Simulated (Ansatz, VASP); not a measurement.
SnO: VASP beside Ansatz

```
CELL_PARAMETERS angstrom
3.48934 0.00926 0.00000
0.01566 5.87883 0.00000
0.00000 0.00000 4.44599
ATOMIC_POSITIONS crystal
Sn 0.00236 0.23766 0.50454
Sn 0.49764 0.76234 0.00454
O 0.99040 0.89987 0.74546
O 0.50960 0.10013 0.24546
```

Alike in both runs: task single point; functional PBE; k mesh 8 × 6 × 6; occupations gaussian, width 0.02 eV; no spin polarisation.

|  | VASP | Ansatz |
| --- | --- | --- |
| version | VASP 6.6.1 | Ansatz 0.2.0 |
| potentials or method | VASP PAW PBE potentials, release 64 (Sn_d, O), cutoff 520 eV | scalar-relativistic, plane waves, PAW |
| valence electrons in the cell | 40 | 40 |

VASP gave:

```
gap on the k mesh at the Fermi level (eV)                     : 1.48
least direct gap on the mesh (eV)                             : 2.20
pressure (GPa)                                                : -7.0
traceless stress, the component that is largest in VASP (GPa) : 1.97
rms of the force components (eV/Å)                            : 0.734
```

Which values does Ansatz return?

gap on the k mesh at the Fermi level (eV): 1.49; least direct gap on the mesh (eV): 2.20; pressure (GPa): -7.1; traceless stress, the component that is largest in VASP (GPa): 2.01; rms of the force components (eV/Å): 0.756.

Atom by atom the forces differ by 0.023 eV/Å (rms over components). The functional is the same, so the differences come from potentials, cutoffs and numerics.
